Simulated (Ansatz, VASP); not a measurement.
**Ba: VASP beside Ansatz**

```
CELL_PARAMETERS angstrom
-2.71875 2.28125 2.50000
2.71875 -2.28125 2.50000
2.71875 2.28125 -2.50000
ATOMIC_POSITIONS crystal
Ba 0.00000 0.00000 0.00000
```

Change from the starting cell: strain +0.0875 x Voigt [1, -1, 0, 0, 0, 0], atoms carried along.

Alike in both runs: task single point; functional PBEsol; k mesh 14 × 14 × 14; occupations gaussian, width 0.15 eV; no spin polarisation.

|  | VASP | Ansatz |
| --- | --- | --- |
| version | VASP 6.6.1 | Ansatz 0.2.0 |
| potentials or method | VASP PAW PBE potentials, release 64 (Ba_sv), cutoff 520 eV | scalar-relativistic, plane waves, PAW |
| valence electrons in the cell | 10 | 10 |

Ansatz gave:

```
gap on the k mesh at the Fermi level (eV)                     : none
pressure (GPa)                                                : -0.5
traceless stress, the component that is largest in VASP (GPa) : 0.52
```

Problem. What did VASP give for the same quantities?

Solution. gap on the k mesh at the Fermi level (eV): none; pressure (GPa): -0.4; traceless stress, the component that is largest in VASP (GPa): 0.53.

VASP's potentials were made for PBE, not for PBEsol. A gap of «none» marks a metal or a gap that the smearing closes.

Spin-orbit coupling is off throughout.
